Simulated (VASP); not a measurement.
# SnC2 (Pn-3m) in VASP: relaxation of cell and atoms with PBE

Aim: the relaxation of cell and atoms of SnC2 with PBE.

Everything below comes from runs of VASP 6.6.1. Logs are shortened: lines on timing, memory, paths and dates and some standing lists are left out, and cuts for length are marked.

### 1 The cell of the first run

It takes space group Pn-3m (No. 224, cubic). Conventional cell: a = 4.817 Å, b = 4.817 Å, c = 4.817 Å, α = 90.00°, β = 90.00°, γ = 90.00°. Sn (site symmetry -43m) has 4 C at 2.09 Å within 2.8 Å. Within 2.8 Å of C (site symmetry -3m) lie 2 Sn at 2.09 Å.

### 2 Relaxation of cell and atoms, PBE

INCAR

```
SYSTEM = SnC2
PREC = Accurate
ENCUT = 600
EDIFF = 1E-6
ISMEAR = 0
SIGMA = 0.1
LREAL = .False.
LASPH = .True.
NELM = 80
ALGO = Normal
ISIF = 3
LWAVE = .False.
LCHARG = .False.
GGA = PE
IBRION = 2
NSW = 100
EDIFFG = -0.01
```

KPOINTS

```
regular mesh
0
Gamma
  8 8 8
  0 0 0
```

POSCAR

```
SnC2
1.0
    4.8170879525      0.0000000000      0.0000000000
    0.0000000000      4.8170879525      0.0000000000
    0.0000000000      0.0000000000      4.8170879525
Sn C
2 4
Direct
    0.0000000000      0.0000000000      0.0000000000
    0.5000000000      0.5000000000      0.5000000000
    0.2500000000      0.2500000000      0.2500000000
    0.2500000000      0.7500000000      0.7500000000
    0.7500000000      0.7500000000      0.2500000000
    0.7500000000      0.2500000000      0.7500000000
```

Potentials or basis: VASP PAW PBE potentials, release 64 (Sn_d, C).

Command:

```sh
cat potpaw_PBE.64/Sn_d/POTCAR potpaw_PBE.64/C/POTCAR > POTCAR
mpirun -np 1 vasp_std > vasp.out
```

OUTCAR:

```text
SYSTEM = SnC2
   PREC = Accurate
   ENCUT = 600
   EDIFF = 1E-6
   ISMEAR = 0
   LREAL = .False.
   LASPH = .True.
   NELM = 80
   ISIF = 3
   GGA = PE
   IBRION = 2
   NSW = 100
   EDIFFG = -0.01

 ion  position               nearest neighbor table
   1  0.000  0.000  0.000-   3 2.09   4 2.09   5 2.09   6 2.09
   2  0.500  0.500  0.500-   3 2.09   4 2.09   5 2.09   6 2.09
   3  0.250  0.250  0.250-   1 2.09   2 2.09
   4  0.250  0.750  0.750-   1 2.09   2 2.09
   5  0.750  0.750  0.250-   1 2.09   2 2.09
   6  0.750  0.250  0.750-   1 2.09   2 2.09

  LATTYP: Found a simple cubic cell.
 ALAT       =     4.8170879525

  Lattice vectors:

 A1 = (   4.8170879525,   0.0000000000,   0.0000000000)
 A2 = (   0.0000000000,   4.8170879525,   0.0000000000)
 A3 = (   0.0000000000,   0.0000000000,   4.8170879525)

Analysis of symmetry for initial positions (statically):
=====================================================================
 Subroutine PRICEL returns:
 Original cell was already a primitive cell.

 Routine SETGRP: Setting up the symmetry group for a
 simple cubic supercell.

 Subroutine GETGRP returns: Found 48 space group operations
 (whereof 24 operations were pure point group operations)
 out of a pool of 48 trial point group operations.

The static configuration has the point symmetry T_d .
 The point group associated with its full space group is O_h .

Analysis of symmetry for dynamics (positions and initial velocities):
=====================================================================
 Subroutine PRICEL returns:
 Original cell was already a primitive cell.

 Routine SETGRP: Setting up the symmetry group for a
 simple cubic supercell.

 Subroutine GETGRP returns: Found 48 space group operations
 (whereof 24 operations were pure point group operations)
 out of a pool of 48 trial point group operations.

The dynamic configuration has the point symmetry T_d .
 The point group associated with its full space group is O_h .

 Subroutine INISYM returns: Found 48 space group operations
 (whereof 24 operations are pure point group operations),
 and found     1 'primitive' translations

----------------------------------------------------------------------------------------

                                     Primitive cell
[... 101 lines left out ...]
   EDIFFG = -.1E-01   stopping-criterion for IOM
   NSW    =    100    number of steps for IOM
   IBRION =      2    ionic relax: 0-MD 1-quasi-New 2-CG
   NFREE  =      1    steps in history (QN), initial steepest desc. (CG)
   ISIF   =      3    stress and relaxation
   ISYM   =      2    0-nonsym 1-usesym 2-fastsym
   POTIM  = 0.5000    time-step for ionic-motion
   TEBEG  =    0.0;   TEEND  =   0.0 temperature during run
   PSTRESS=    0.0 pullay stress
   NELECT =      44.0000    total number of electrons
   NUPDOWN=      -1.0000    fix difference up-down
   EMIN   =  10.00;   EMAX   =-10.00  energy-range for DOS
   EFERMI =   0.00;   METHOD = LEGACY
   ISMEAR =     0;   SIGMA  =   0.10  broadening in eV -4-tet -1-fermi 0-gaus
   EFERMI_NEDOS =   21; number of points for ismear=-14 and -15
   IALGO  =     38    algorithm
   IMIX   =      4    mixing-type and parameters
     AMIX     =   0.40;   BMIX     =  1.00
     AMIX_MAG =   1.60;   BMIX_MAG =  1.00
  volume/ion in A,a.u.               =      18.63       125.72
  Fermi-wavevector in a.u.,A,eV,Ry     =   1.199797  2.267288 19.585765  1.439513
  Thomas-Fermi vector in A             =   2.335650
   LORBIT       =      0    0 simple, 1 ext, 2 COOP (PROOUT), +10 PAW based schemes
   GGA     = PE    functional components
   LHFCALC =     F    Hartree Fock is set to
   AEXX    =    0.0000 exact exchange contribution
   IVDW    =     0    specifies the selected vdW correction
   LEPSILON=     F    determine dielectric tensor
   LRPA    =     F    only Hartree local field effects (RPA)
 conjugate gradient relaxation of ions
 non-spin polarized calculation
 Gauss-broadening in eV      SIGMA  =   0.10
  energy-cutoff  :      600.00
  volume of cell :      111.78
 maximum number of plane-waves:      3783
 NGX is ok and might be reduce to    40
   NGX = 19   NGY = 19   NGZ = 19

 number of electron      44.0000010 magnetization

 Free energy of the ion-electron system (eV)
  ---------------------------------------------------
  ext. energy  EPLUGINS =         0.00000000
  ---------------------------------------------------
  free energy    TOTEN  =       -26.13857901 eV

  energy without entropy =      -26.10775552  energy(sigma->0) =      -26.12316727

 E-fermi :   3.7448     XC(G=0):  -9.4452

 val. band max:        3.7409593496   @ k =   0.2500   0.2500   0.1250
 cond. band min:       3.7503775786   @ k =   0.3750   0.1250   0.0000
 fundamental gap:      0.0094182290
 Fermi energy:         3.7448498395

 k-point     1 :       0.0000    0.0000    0.0000
  band No.  band energies     occupation
      1     -17.4487      2.00000
      2     -17.4487      2.00000
      3     -17.4487      2.00000
      4     -17.4103      2.00000
      5     -17.4103      2.00000
      6     -17.4103      2.00000
[... 685 lines left out ...]
     25       4.6020      0.00000
     26       4.6176      0.00000

 [... further k-points ...]

------------------------ aborting loop because EDIFF is reached ----------------------------------------

  FORCE on cell =-STRESS in cart. coord.  units (eV):
  Direction    XX          YY          ZZ          XY          YZ          ZX
  --------------------------------------------------------------------------------------
  -------------------------------------------------------------------------------------
  Total       -0.0496757     -0.0496757     -0.0496757     -0.0000000      0.0000000      0.0000000
  in kB       -0.7120345     -0.7120345     -0.7120345     -0.0000000      0.0000000      0.0000000
  external PRESSURE =      -0.7120345 kB  Pullay stress =       0.0000000 kB

 VOLUME and BASIS-vectors are now :
 -----------------------------------------------------------------------------
  energy-cutoff  :      600.00
  volume of cell :      111.78
      direct lattice vectors                 reciprocal lattice vectors
     4.817087952  0.000000000  0.000000000     0.207594300  0.000000000  0.000000000
     0.000000000  4.817087952  0.000000000     0.000000000  0.207594300  0.000000000
     0.000000000  0.000000000  4.817087952     0.000000000  0.000000000  0.207594300

 POSITION                                       TOTAL-FORCE (eV/Angst)
 -----------------------------------------------------------------------------------
      0.00000      0.00000      0.00000        -0.000000     -0.000000      0.000000
      2.40854      2.40854      2.40854         0.000000      0.000000     -0.000000
      1.20427      1.20427      1.20427        -0.000000     -0.000000      0.000000
      1.20427      3.61282      3.61282         0.000000      0.000000     -0.000000
      3.61282      3.61282      1.20427        -0.000000     -0.000000      0.000000
      3.61282      1.20427      3.61282         0.000000      0.000000     -0.000000
 -----------------------------------------------------------------------------------
    total drift:                                0.000000      0.000000     -0.000000

  FREE ENERGIE OF THE ION-ELECTRON SYSTEM (eV)
  ---------------------------------------------------
  free  energy   TOTEN  =       -26.1385790069 eV

  energy  without entropy=      -26.1077555239  energy(sigma->0) =      -26.12316727

 reached required accuracy - stopping structural energy minimisation
```

OSZICAR:

```text
N       E                     dE             d eps       ncg     rms          rms(c)
DAV:   1     0.433321917921E+03    0.43332E+03   -0.23288E+04  1834   0.236E+03
DAV:   2     0.320394110335E+02   -0.40128E+03   -0.39605E+03  1894   0.564E+02
DAV:   3    -0.238569132561E+02   -0.55896E+02   -0.54771E+02  2236   0.187E+02
DAV:   4    -0.276724950495E+02   -0.38156E+01   -0.35747E+01  2162   0.452E+01
DAV:   5    -0.278678540845E+02   -0.19536E+00   -0.18895E+00  2714   0.902E+00    0.924E+00
DAV:   6    -0.262724334797E+02    0.15954E+01   -0.51813E+00  2438   0.174E+01    0.446E+00
DAV:   7    -0.261522732220E+02    0.12016E+00   -0.79982E-01  2804   0.477E+00    0.178E+00
DAV:   8    -0.261397439474E+02    0.12529E-01   -0.91089E-02  2454   0.286E+00    0.214E-01
DAV:   9    -0.261383620688E+02    0.13819E-02   -0.98597E-03  2502   0.107E+00    0.852E-02
DAV:  10    -0.261385458450E+02   -0.18378E-03   -0.15669E-03  3010   0.405E-01    0.297E-02
DAV:  11    -0.261385757771E+02   -0.29932E-04   -0.12073E-04  2242   0.124E-01    0.133E-02
DAV:  12    -0.261385788998E+02   -0.31228E-05   -0.97473E-06  2228   0.344E-02    0.188E-03
DAV:  13    -0.261385790069E+02   -0.10709E-06   -0.82631E-07  1050   0.926E-03
   1 F= -.26138579E+02 E0= -.26123167E+02  d E =-.261386E+02
```

CONTCAR:

```text
SnC2
   1.00000000000000
     4.8170879524999997    0.0000000000000000    0.0000000000000000
     0.0000000000000000    4.8170879524999997    0.0000000000000000
     0.0000000000000000    0.0000000000000000    4.8170879524999997
  Sn              C
     2     4
Direct
     0.0000000000000000    0.0000000000000000    0.0000000000000000
     0.5000000000000000    0.5000000000000000    0.5000000000000000
     0.2500000000000000    0.2500000000000000    0.2500000000000000
     0.2500000000000000    0.7500000000000000    0.7500000000000000
     0.7500000000000000    0.7500000000000000    0.2500000000000000
     0.7500000000000000    0.2500000000000000    0.7500000000000000

  0.00000000E+00  0.00000000E+00  0.00000000E+00
  0.00000000E+00  0.00000000E+00  0.00000000E+00
  0.00000000E+00  0.00000000E+00  0.00000000E+00
  0.00000000E+00  0.00000000E+00  0.00000000E+00
  0.00000000E+00  0.00000000E+00  0.00000000E+00
  0.00000000E+00  0.00000000E+00  0.00000000E+00
```

It took 72 s on 1 thread of Intel Xeon Platinum 8488C (Sapphire Rapids), shared host; peak memory 0.29 GiB.

Results:

| Property | Result |
| --- | --- |
| Free energy | -26.1386 eV |
| Pressure after relaxing | -0.1 GPa |
| Band gap on the k mesh | zero (bands 22 and 23 overlap by 1.04 eV) |

Final structure:
```
Sn C
1.0
     4.81709    0.00000    0.00000
     0.00000    4.81709    0.00000
     0.00000    0.00000    4.81709
Sn C
2 4
Direct
  0.00000 0.00000 0.00000
  0.50000 0.50000 0.50000
  0.25000 0.25000 0.25000
  0.25000 0.75000 0.75000
  0.75000 0.75000 0.25000
  0.75000 0.25000 0.75000
```

Caveat: the relaxation stopped at its first step, so nothing moved; spin-orbit coupling is left out, which moves the levels of the heavy elements.
